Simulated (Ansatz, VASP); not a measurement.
W in VASP and in Ansatz

```
CELL_PARAMETERS angstrom
6.32000 0.00000 0.00000
0.00000 6.32000 0.00000
0.00000 0.00000 6.32000
ATOMIC_POSITIONS crystal
W 0.75264 0.24736 0.24736
W 0.50000 0.00000 0.00000
W 0.00000 0.50000 0.00000
W 0.00000 0.00000 0.50000
W 0.24736 0.24736 0.24736
W 0.50000 0.50000 0.00000
W 0.50000 0.00000 0.50000
W 0.00000 0.50000 0.50000
W 0.24736 0.75264 0.24736
W 0.24736 0.24736 0.75264
W 0.50000 0.50000 0.50000
W 0.75264 0.75264 0.24736
W 0.75264 0.24736 0.75264
W 0.24736 0.75264 0.75264
W 0.75264 0.75264 0.75264
```

Alike in both runs: functional PBE; dispersion D3(BJ); k mesh 3 × 3 × 3; occupations gaussian, width 0.05 eV; no spin polarisation.

Ansatz relaxed the structure, and its values are those at the end. VASP's run is a single point on that final structure, the one shown.

|  | VASP | Ansatz |
| --- | --- | --- |
| version | VASP 6.6.1 | Ansatz 0.2.0 |
| potentials or method | VASP PAW PBE potentials, release 64 (W_sv), cutoff 520 eV | scalar-relativistic, plane waves, PAW |
| valence electrons in the cell | 210 | 210 |

Ansatz gave:

| Item | Value |
| --- | --- |
| rms of the force components (eV/Å) | 0.006 |

Problem. What did VASP give for the same quantities?

Solution. rms of the force components (eV/Å): 0.001.

Neither program's run includes spin-orbit coupling.
